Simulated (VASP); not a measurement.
# S (R-3m) in VASP: settings compared

Aim: see how the results for S move with the level of theory and the settings. Levels: PBE, PBEsol, r2SCAN. Tasks: single point.

Everything below comes from runs of VASP 6.6.1. Logs are shortened: lines on timing, memory, paths and dates and some standing lists are left out, and cuts for length are marked.

## (1) The cell of the first run

It takes space group R-3m (No. 166, trigonal). Conventional cell: a = 3.277 Å, b = 3.277 Å, c = 2.584 Å, α = 90.00°, β = 90.00°, γ = 120.00°. S (site symmetry -3m) has 14 S at 2.08 to 2.58 Å within 2.8 Å.

## (2) Single point, PBE

The input, INCAR:

```
PREC = Accurate
ENCUT = 500
EDIFF = 1E-6
ISMEAR = 1
SIGMA = 0.02
LREAL = F
LASPH = T
NELM = 120
ALGO = Normal
ISIF = 2
LWAVE = F
LCHARG = F
GGA = PE
NBANDS = 9
GGA_COMPAT = F
```

The input, KPOINTS:

```
regular mesh
0
Gamma
  12 12 12
```

The input, POSCAR:

```
S
1.0
    1.6385000000      0.9459884161      0.8613333333
   -1.6385000000      0.9459884161      0.8613333333
    0.0000000000     -1.8919768321      0.8613333333
S
1
Direct
    0.0000000000      0.0000000000      0.0000000000
```

Potentials or basis: VASP PAW PBE potentials, release 64 (S).

Started as:

```sh
$ cat potpaw_PBE.64/S/POTCAR > POTCAR
$ mpirun -np 1 vasp_std > vasp.out
```

OUTCAR:

```text
PREC = Accurate
   ENCUT = 500
   EDIFF = 1E-6
   ISMEAR = 1
   LREAL = F
   LASPH = T
   NELM = 120
   ISIF = 2
   GGA = PE

 ion  position               nearest neighbor table
   1  0.000  0.000  0.000-

  LATTYP: Found a trigonal (rhomboedric) cell.
 ALAT       =     2.0788149135
 COS(alpha) =    -0.2424852435

  Lattice vectors:

 A1 = (   1.6385000000,   0.9459884161,   0.8613333333)
 A2 = (  -1.6385000000,   0.9459884161,   0.8613333333)
 A3 = (   0.0000000000,  -1.8919768321,   0.8613333333)

Analysis of symmetry for initial positions (statically):
=====================================================================
 Subroutine PRICEL returns:
 Original cell was already a primitive cell.

 Routine SETGRP: Setting up the symmetry group for a
 trigonal (rhombohedral) supercell.

 Subroutine GETGRP returns: Found 12 space group operations
 (whereof 12 operations were pure point group operations)
 out of a pool of 12 trial point group operations.

The static configuration has the point symmetry D_3d.

Analysis of symmetry for dynamics (positions and initial velocities):
=====================================================================
 Subroutine PRICEL returns:
 Original cell was already a primitive cell.

 Routine SETGRP: Setting up the symmetry group for a
 trigonal (rhombohedral) supercell.

 Subroutine GETGRP returns: Found 12 space group operations
 (whereof 12 operations were pure point group operations)
 out of a pool of 12 trial point group operations.

The dynamic configuration has the point symmetry D_3d.

 Subroutine INISYM returns: Found 12 space group operations
 (whereof 12 operations are pure point group operations),
 and found     1 'primitive' translations

----------------------------------------------------------------------------------------

                                     Primitive cell

  volume of cell :       8.0104

  direct lattice vectors                    reciprocal lattice vectors
     1.638500000  0.945988416  0.861333333     0.305157156  0.176182566  0.386996904
    -1.638500000  0.945988416  0.861333333    -0.305157156  0.176182566  0.386996904
     0.000000000 -1.891976832  0.861333333     0.000000000 -0.352365132  0.386996904

  length of vectors
     2.078814913  2.078814913  2.078814913     0.523381114  0.523381114  0.523381114
[... 79 lines left out ...]
   EDIFF  = 0.1E-05   stopping-criterion for ELM
   LREAL  =      F    real-space projection
   EDIFFG = 0.1E-04   stopping-criterion for IOM
   NSW    =      0    number of steps for IOM
   IBRION =     -1    ionic relax: 0-MD 1-quasi-New 2-CG
   NFREE  =      0    steps in history (QN), initial steepest desc. (CG)
   ISIF   =      2    stress and relaxation
   ISYM   =      2    0-nonsym 1-usesym 2-fastsym
   POTIM  = 0.5000    time-step for ionic-motion
   TEBEG  =    0.0;   TEEND  =   0.0 temperature during run
   PSTRESS=    0.0 pullay stress
   NELECT =       6.0000    total number of electrons
   NUPDOWN=      -1.0000    fix difference up-down
   EMIN   =  10.00;   EMAX   =-10.00  energy-range for DOS
   EFERMI =   0.00;   METHOD = LEGACY
   ISMEAR =     1;   SIGMA  =   0.02  broadening in eV -4-tet -1-fermi 0-gaus
   EFERMI_NEDOS =   21; number of points for ismear=-14 and -15
   IALGO  =     38    algorithm
   IMIX   =      4    mixing-type and parameters
     AMIX     =   0.40;   BMIX     =  1.00
     AMIX_MAG =   1.60;   BMIX_MAG =  1.00
  volume/ion in A,a.u.               =       8.01        54.06
  Fermi-wavevector in a.u.,A,eV,Ry     =   1.486758  2.809565 30.074995  2.210450
  Thomas-Fermi vector in A             =   2.600004
   LORBIT       =      0    0 simple, 1 ext, 2 COOP (PROOUT), +10 PAW based schemes
   GGA     = PE    functional components
   LHFCALC =     F    Hartree Fock is set to
   AEXX    =    0.0000 exact exchange contribution
   IVDW    =     0    specifies the selected vdW correction
   LEPSILON=     F    determine dielectric tensor
   LRPA    =     F    only Hartree local field effects (RPA)
 non-spin polarized calculation
 Methfessel and Paxton  Order N= 1 SIGMA  =   0.02
  energy-cutoff  :      500.00
  volume of cell :        8.01
 maximum number of plane-waves:       212
   NGX =  7   NGY =  7   NGZ =  7

 number of electron       5.9999998 magnetization

 Free energy of the ion-electron system (eV)
  ---------------------------------------------------
  ext. energy  EPLUGINS =         0.00000000
  ---------------------------------------------------
  free energy    TOTEN  =        -0.18877058 eV

  energy without entropy =       -0.18876192  energy(sigma->0) =       -0.18876770

 E-fermi :  21.0941     XC(G=0): -14.5491

 val. band max:       21.0909506112   @ k =   0.5000   0.5000   0.4167
 cond. band min:      21.1722297870   @ k =   0.2500   0.0833   0.0833
 fundamental gap:      0.0812791758
 Fermi energy:        21.0940546644

 k-point     1 :       0.0000    0.0000    0.0000
  band No.  band energies     occupation
      1      -5.9135      2.00000
      2      25.9540      0.00000
      3      29.0949      0.00000
      4      29.0949      0.00000
      5      29.3860      0.00000
      6      29.3860      0.00000
      7      37.3289      0.00000
      8      43.6228      0.00000
      9      43.6228      0.00000
[... 265 lines left out ...]
 k-point    24 :      -0.4167    0.1667   -0.0000
  band No.  band energies     occupation
      1      -0.0019      2.00000
      2      10.1500      2.00000
      3      20.4915      2.00000
      4      27.4228      0.00000
      5      30.8885      0.00000
      6      34.5465      0.00000
      7      39.6273      0.00000
      8      41.4148      0.00000
      9      46.7536      0.00000

 [... further k-points ...]

------------------------ aborting loop because EDIFF is reached ----------------------------------------

  FORCE on cell =-STRESS in cart. coord.  units (eV):
  Direction    XX          YY          ZZ          XY          YZ          ZX
  --------------------------------------------------------------------------------------
  -------------------------------------------------------------------------------------
  Total       10.5679962     10.5679962     10.5769648      0.0000000      0.0000000     -0.0000000
  in kB     2113.7248937   2113.7248937   2115.5187206      0.0000000      0.0000001     -0.0000000
  external PRESSURE =    2114.3228360 kB  Pullay stress =       0.0000000 kB

 VOLUME and BASIS-vectors are now :
 -----------------------------------------------------------------------------
  energy-cutoff  :      500.00
  volume of cell :        8.01
      direct lattice vectors                 reciprocal lattice vectors
     1.638500000  0.945988416  0.861333333     0.305157156  0.176182566  0.386996904
    -1.638500000  0.945988416  0.861333333    -0.305157156  0.176182566  0.386996904
     0.000000000 -1.891976832  0.861333333     0.000000000 -0.352365132  0.386996904

 POSITION                                       TOTAL-FORCE (eV/Angst)
 -----------------------------------------------------------------------------------
      0.00000      0.00000      0.00000         0.000000      0.000000     -0.000000
 -----------------------------------------------------------------------------------
    total drift:                               -0.000000     -0.000000     -0.000000

  FREE ENERGIE OF THE ION-ELECTRON SYSTEM (eV)
  ---------------------------------------------------
  free  energy   TOTEN  =        -0.1887705820 eV

  energy  without entropy=       -0.1887619226  energy(sigma->0) =       -0.18876770
```

OSZICAR:

```text
N       E                     dE             d eps       ncg     rms          rms(c)
DAV:   1     0.859745117230E+01    0.85975E+01   -0.34514E+03  3857   0.580E+02
DAV:   2    -0.622109960578E-01   -0.86597E+01   -0.82054E+01  4869   0.801E+01
DAV:   3    -0.199139565134E+00   -0.13693E+00   -0.13657E+00  3873   0.773E+00
DAV:   4    -0.199345416763E+00   -0.20585E-03   -0.20585E-03  4452   0.315E-01
DAV:   5    -0.199345498681E+00   -0.81918E-07   -0.80698E-07  3836   0.508E-03    0.316E+01
DAV:   6    -0.192013787165E+00    0.73317E-02   -0.29667E-03  3733   0.331E-01    0.190E+01
DAV:   7    -0.188810358375E+00    0.32034E-02   -0.50875E-03  3631   0.466E-01    0.924E-02
DAV:   8    -0.188777009258E+00    0.33349E-04   -0.13516E-04  3654   0.998E-02    0.462E-02
DAV:   9    -0.188770499329E+00    0.65099E-05   -0.22972E-05  3821   0.303E-02    0.134E-02
DAV:  10    -0.188770582022E+00   -0.82694E-07   -0.42513E-07  1955   0.572E-03
   1 F= -.18877058E+00 E0= -.18876770E+00  d E =-.865938E-05
```

stdout:

```text
POSCAR found type information on POSCAR S
 POSCAR found :  1 types and       1 ions
 scaLAPACK will be used
 LDA part: xc-table for (Slater+PW92), standard interpolation
 POSCAR, INCAR and KPOINTS ok, starting setup
 FFT: planning ... GRIDC
 FFT: planning ... GRID_SOFT
 FFT: planning ... GRID
 WAVECAR not read
 entering main loop
```

Run time: 4.4 s. Hardware: 1 thread of AMD EPYC 9R45 (Zen 5), shared host; peak memory 0.09 GiB.

Results:

```
Free energy            : -0.1888 eV
Pressure               : 211.4 GPa
Band gap on the k mesh : zero (bands 3 and 4 overlap by 14.96 eV)
```

Caveat: the cell stands under pressure.

## (3) Single point, PBEsol

The input, INCAR:

```
SYSTEM = S
PREC     = Accurate       ! precision mode
ENCUT    = 500            ! plane-wave cutoff, eV
EDIFF    = 1E-6           ! SCF threshold, eV
ISMEAR   = 1              ! smearing method
SIGMA    = 0.02           ! smearing width, eV
LREAL    = .False.        ! projectors in reciprocal space
LASPH    = .True.         ! aspherical terms in the spheres
NELM     = 120            ! most SCF steps
ALGO     = Normal         ! electronic algorithm
ISIF     = 2              ! what is computed and relaxed
LWAVE    = .False.        ! write WAVECAR
LCHARG   = .False.        ! write CHGCAR
GGA      = PS             ! functional
NBANDS   = 9              ! bands
GGA_COMPAT= .False.
```

The input, KPOINTS:

```
regular mesh
0
Gamma
  12 12 12
  0 0 0
```

POSCAR is that of step 2.

Potentials or basis: VASP PAW PBE potentials, release 64 (S).

Started as:

```sh
$ cat potpaw_PBE.64/S/POTCAR > POTCAR
$ mpirun -np 1 vasp_std > vasp.out
```

OUTCAR:

```text
SYSTEM = S
   PREC = Accurate
   ENCUT = 500
   EDIFF = 1E-6
   ISMEAR = 1
   LREAL = .False.
   LASPH = .True.
   NELM = 120
   ISIF = 2
   GGA = PS

 ion  position               nearest neighbor table
   1  0.000  0.000  0.000-

  LATTYP: Found a trigonal (rhomboedric) cell.
 ALAT       =     2.0788149135
 COS(alpha) =    -0.2424852435

  Lattice vectors:
[... 465 lines left out ...]
      4      27.3604      0.00000
      5      30.8718      0.00000
      6      34.5004      0.00000
      7      39.6096      0.00000
      8      41.3866      0.00000
      9      46.7317      0.00000

 [... further k-points ...]

------------------------ aborting loop because EDIFF is reached ----------------------------------------

  FORCE on cell =-STRESS in cart. coord.  units (eV):
  Direction    XX          YY          ZZ          XY          YZ          ZX
  --------------------------------------------------------------------------------------
  -------------------------------------------------------------------------------------
  Total       10.2511348     10.2511348     10.1100510      0.0000000      0.0000000      0.0000000
  in kB     2050.3488434   2050.3488434   2022.1304043      0.0000000      0.0000001      0.0000000
  external PRESSURE =    2040.9426970 kB  Pullay stress =       0.0000000 kB

 VOLUME and BASIS-vectors are now :
 -----------------------------------------------------------------------------
  energy-cutoff  :      500.00
  volume of cell :        8.01
      direct lattice vectors                 reciprocal lattice vectors
     1.638500000  0.945988416  0.861333333     0.305157156  0.176182566  0.386996904
    -1.638500000  0.945988416  0.861333333    -0.305157156  0.176182566  0.386996904
     0.000000000 -1.891976832  0.861333333     0.000000000 -0.352365132  0.386996904

 POSITION                                       TOTAL-FORCE (eV/Angst)
 -----------------------------------------------------------------------------------
      0.00000      0.00000      0.00000         0.000000      0.000000     -0.000000
 -----------------------------------------------------------------------------------
    total drift:                               -0.000000     -0.000000     -0.000000

  FREE ENERGIE OF THE ION-ELECTRON SYSTEM (eV)
  ---------------------------------------------------
  free  energy   TOTEN  =        -0.9659798674 eV

  energy  without entropy=       -0.9659684235  energy(sigma->0) =       -0.96597605
```

OSZICAR:

```text
N       E                     dE             d eps       ncg     rms          rms(c)
DAV:   1     0.780111593340E+01    0.78011E+01   -0.34493E+03  3857   0.580E+02
DAV:   2    -0.849833948307E+00   -0.86509E+01   -0.81961E+01  4862   0.800E+01
DAV:   3    -0.986294640803E+00   -0.13646E+00   -0.13602E+00  3881   0.771E+00
DAV:   4    -0.986498689849E+00   -0.20405E-03   -0.20404E-03  4465   0.313E-01
DAV:   5    -0.986498763962E+00   -0.74113E-07   -0.76075E-07  3843   0.492E-03    0.316E+01
DAV:   6    -0.972837838341E+00    0.13661E-01   -0.36252E-03  3761   0.367E-01    0.190E+01
DAV:   7    -0.966053156608E+00    0.67847E-02   -0.64455E-03  3660   0.515E-01    0.722E-02
DAV:   8    -0.965990304397E+00    0.62852E-04   -0.15861E-04  3619   0.105E-01    0.379E-02
DAV:   9    -0.965979712738E+00    0.10592E-04   -0.29992E-05  3764   0.329E-02    0.995E-03
DAV:  10    -0.965979867444E+00   -0.15471E-06   -0.44808E-07  2030   0.574E-03
   1 F= -.96597987E+00 E0= -.96597605E+00  d E =-.114440E-04
```

Run time: 4.4 s. Hardware: 1 thread of AMD EPYC 9R45 (Zen 5), shared host; peak memory 0.09 GiB.

Results:

```yaml
Free_energy: -0.9660 eV
Pressure: 204.1 GPa
Band_gap_on_the_k_mesh: zero (bands 3 and 4 overlap by 15.05 eV)
```

Stress tensor (GPa, compression positive):
```
205.03   0.00   0.00
  0.00 205.03   0.00
  0.00   0.00 202.21
```

Levels at points of the mesh, in eV from the Fermi level:
```
           k point  band 1  band 2  band 3  band 4  band 5  band 6  band 7
(0.00, 0.00, 0.00)  -27.00    4.90    8.10    8.10    8.28    8.28   16.26
(0.50, 0.00, 0.00)  -18.59  -16.43    4.11    6.14    6.87   11.63   25.09
(0.50, 0.50, 0.00)  -14.70  -13.88   -4.78    0.50    8.25   12.00   20.28
(0.50, 0.50, 0.50)   -8.35   -8.35   -4.37   -4.26   -1.48   -1.48   18.33
```

Caveat: the cell stands under pressure; the PAW data sets were made with another functional, which shifts forces and pressure a little.

## (4) Single point, r2SCAN

POSCAR is that of step 3.

The input, INCAR.step1:

```
PREC = Accurate
ENCUT = 550
ISMEAR = 1
SIGMA = 0.02
LREAL = False
LASPH = True
NELM = 120
NBANDS = 9
GGA = PE
ALGO = Normal
EDIFF = 1E-5
LWAVE = True
LCHARG = False
GGA_COMPAT = False
```

The input, INCAR.step2:

```
PREC = Accurate
ENCUT = 550
EDIFF = 1E-6
ISMEAR = 1
SIGMA = 0.02
LREAL = False
LASPH = True
NELM = 120
ALGO = Normal
ISIF = 2
LWAVE = False
LCHARG = True
METAGGA = R2SCAN
LMIXTAU = True
LELF = True
LVHAR = True
NBANDS = 9
ISTART = 1
GGA_COMPAT = False
```

The input, KPOINTS:

```
Automatic mesh
0
Gamma
  12 12 12
```

Potentials or basis: VASP PAW PBE potentials, release 64 (S).

Started as:

```sh
$ cat potpaw_PBE.64/S/POTCAR > POTCAR
$ cp INCAR.step1 INCAR
$ mpirun -np 1 vasp_std > vasp.out
$ cp INCAR.step2 INCAR
$ mpirun -np 1 vasp_std > vasp.out
```

OUTCAR:

```text
PREC = Accurate
   ENCUT = 550
   EDIFF = 1E-6
   ISMEAR = 1
   LREAL = False
   LASPH = True
   NELM = 120
   ISIF = 2
   METAGGA = R2SCAN
   ISTART = 1

 ion  position               nearest neighbor table
   1  0.000  0.000  0.000-

  LATTYP: Found a trigonal (rhomboedric) cell.
 ALAT       =     2.0788149135
 COS(alpha) =    -0.2424852435

  Lattice vectors:

 A1 = (   1.6385000000,   0.9459884161,   0.8613333333)
 A2 = (  -1.6385000000,   0.9459884161,   0.8613333333)
 A3 = (   0.0000000000,  -1.8919768321,   0.8613333333)
[... 467 lines left out ...]

 [... further k-points ...]

------------------------ aborting loop because EDIFF is reached ----------------------------------------

  FORCE on cell =-STRESS in cart. coord.  units (eV):
  Direction    XX          YY          ZZ          XY          YZ          ZX
  --------------------------------------------------------------------------------------
  -------------------------------------------------------------------------------------
  Total       10.6104675     10.6104675     11.1487053      0.0000000      0.0000000      0.0000000
  in kB     2122.2196614   2122.2196614   2229.8736213      0.0000000      0.0000001      0.0000000
  external PRESSURE =    2158.1043147 kB  Pullay stress =       0.0000000 kB

 VOLUME and BASIS-vectors are now :
 -----------------------------------------------------------------------------
  energy-cutoff  :      550.00
  volume of cell :        8.01
      direct lattice vectors                 reciprocal lattice vectors
     1.638500000  0.945988416  0.861333333     0.305157156  0.176182566  0.386996904
    -1.638500000  0.945988416  0.861333333    -0.305157156  0.176182566  0.386996904
     0.000000000 -1.891976832  0.861333333     0.000000000 -0.352365132  0.386996904

 POSITION                                       TOTAL-FORCE (eV/Angst)
 -----------------------------------------------------------------------------------
      0.00000      0.00000      0.00000         0.000000      0.000000      0.000000
 -----------------------------------------------------------------------------------
    total drift:                               -0.000000     -0.000000     -0.000000

  FREE ENERGIE OF THE ION-ELECTRON SYSTEM (eV)
  ---------------------------------------------------
  free  energy   TOTEN  =        -3.9140931485 eV

  energy  without entropy=       -3.9140863835  energy(sigma->0) =       -3.91409089
```

OUTCAR.step1:

```text
PREC = Accurate
   ENCUT = 550
   ISMEAR = 1
   LREAL = False
   LASPH = True
   NELM = 120
[... 503 lines left out ...]

 POSITION                                       TOTAL-FORCE (eV/Angst)
 -----------------------------------------------------------------------------------
      0.00000      0.00000      0.00000        -0.000000     -0.000000     -0.000000
 -----------------------------------------------------------------------------------
    total drift:                               -0.000000      0.000000     -0.000000

  FREE ENERGIE OF THE ION-ELECTRON SYSTEM (eV)
  ---------------------------------------------------
  free  energy   TOTEN  =        -0.1897092643 eV

  energy  without entropy=       -0.1897005044  energy(sigma->0) =       -0.18970634
```

It took 25 s on 1 thread of AMD EPYC 9R45 (Zen 5), shared host; peak memory 0.09 GiB.

Results:

```yaml
Free_energy: -3.9141 eV
Pressure: 215.8 GPa
Band_gap_on_the_k_mesh: zero (bands 3 and 4 overlap by 15.48 eV)
```

Stress tensor (GPa, compression positive):
```
212.22   0.00   0.00
  0.00 212.22   0.00
  0.00   0.00 222.99
```

Caveat: the cell stands under pressure; the PAW data sets were made with another functional, which shifts forces and pressure a little.

## (5) Summary

| level | cutoff (eV) | gap on the mesh (eV) | pressure (GPa) |
| --- | --- | --- | --- |
| PBE | 500 | none | 211.4 |
| PBEsol | 500 | none | 204.1 |
| r2SCAN | 550 | none | 215.8 |

Alike in all rows: task single point; potentials or basis VASP PAW PBE potentials, release 64 (S); no spin polarisation; cell as given; k mesh 12 × 12 × 12; smearing methfessel-paxton 0.02 eV.

The pressure there spans 204.1 GPa (PBEsol) to 215.8 GPa (r2SCAN); a positive pressure means that this level wants a larger cell, a negative one a smaller.

Caveats: the cell stands under pressure; the PAW data sets were made with another functional, which shifts forces and pressure a little (at least some runs).

Total energies depend on the potentials used, so only differences within one code and one set of settings carry meaning.
